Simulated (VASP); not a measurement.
## BaNaBr3: single point with r2SCAN

The system is BaNaBr3.

```
CELL_PARAMETERS angstrom
6.41709 0.00000 0.00000
0.00000 6.26057 0.00000
0.00000 0.00000 6.26057
ATOMIC_POSITIONS crystal
Na 0.00000 0.00000 0.00000
Ba 0.50000 0.50000 0.50000
Br 0.50000 0.50000 0.00000
Br 0.50000 0.00000 0.50000
Br 0.00000 0.50000 0.50000
```

This cell differs from its parent crystal: uniaxial x strain +2.5%.

| Quantity | Value |
| --- | --- |
| Program | VASP 6.6.1 |
| Task | single point |
| Functional | r2SCAN |
| Potentials or basis | VASP PAW PBE potentials, release 64 (Na_pv, Ba_sv, Br) |
| Cutoff | 520 eV |
| k mesh | 4 × 4 × 4 |
| Occupations | gaussian, width 0.01 eV |
| Spin | no spin polarisation |

```yaml
Pressure: -0.1 GPa
Band_gap_on_the_k_mesh: 3.62 eV, indirect (least direct gap 3.76 eV)
```

Stress tensor (GPa, compression positive):
```
-0.69  0.00  0.00
 0.00  0.14  0.00
 0.00  0.00  0.14
```

Levels at points of the mesh, in eV from the valence-band top:
```tsv
k point	band 17	band 18	band 19	band 20	band 21	band 22
(0.00, 0.00, 0.00)	-0.18	-0.15	-0.15	3.62	5.62	5.62
(0.50, 0.00, 0.00)	-0.42	-0.19	-0.19	4.62	5.53	5.70
(0.00, 0.50, 0.00)	-0.40	-0.22	-0.18	4.69	5.48	5.72
(0.50, 0.50, 0.00)	-0.50	-0.34	-0.02	4.95	6.41	6.46
(0.00, 0.50, 0.50)	-0.49	-0.39	0.00	4.94	6.48	6.48
(0.50, 0.50, 0.50)	-0.02	-0.02	0.00	4.49	7.34	7.34
```

Wall time 6.7 min on 1 thread of Oxide Virtual Turin-like Processor, with other jobs on the host, peak memory 0.4 GiB.

Caveat: the cell differs from its parent crystal (uniaxial x strain +2.5%); the PAW data sets were made with another functional, which shifts forces and pressure a little; spin-orbit coupling is left out, which moves the levels of the heavy elements. A k mesh can miss the band edges.
